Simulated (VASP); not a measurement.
NaCl, 2 atoms in the cell. Symmetry: Fm-3m, No. 225, cubic system. Conventional cell: a = 5.365 Å, b = 5.365 Å, c = 5.365 Å, α = 90.00°, β = 90.00°, γ = 90.00°. Within 3.5 Å of Na (site symmetry m-3m) lie 6 Cl at 2.68 Å. Within 3.5 Å of Cl (site symmetry m-3m) lie 6 Na at 2.68 Å. 

- Program: VASP 6.6.1
- Task: elastic constants
- Functional: LDA
- Potentials or basis: VASP PAW LDA potentials, release 64 (Na_pv, Cl)
- Cutoff: 600 eV
- k mesh: 8 × 8 × 8
- Occupations: gaussian, width 0.01 eV
- Spin: no spin polarisation
- Dipole correction: no
- Ions in elastic constants: relaxed
- Further INCAR settings: ALGO = Normal; EDIFF = 1e-08; IBRION = 6; POTIM = 0.015; NSW = 1; ISIF = 3

Potentials or basis: VASP PAW LDA potentials, release 64 (Na_pv, Cl).

The run is started by

```bash
$ cat potpaw_LDA.64/Na_pv/POTCAR potpaw_LDA.64/Cl/POTCAR > POTCAR
$ mpirun -np 1 vasp_std > vasp.out
```

Hardware: 1 thread of AMD EPYC 9R45 (Zen 5), with other jobs on the host.

Estimate the wall time of this run.

Run time: 4.7 min on 1 thread of AMD EPYC 9R45 (Zen 5), with other jobs on the host, peak memory 0.21 GiB. Counts: scf iterations 173, k points 29.
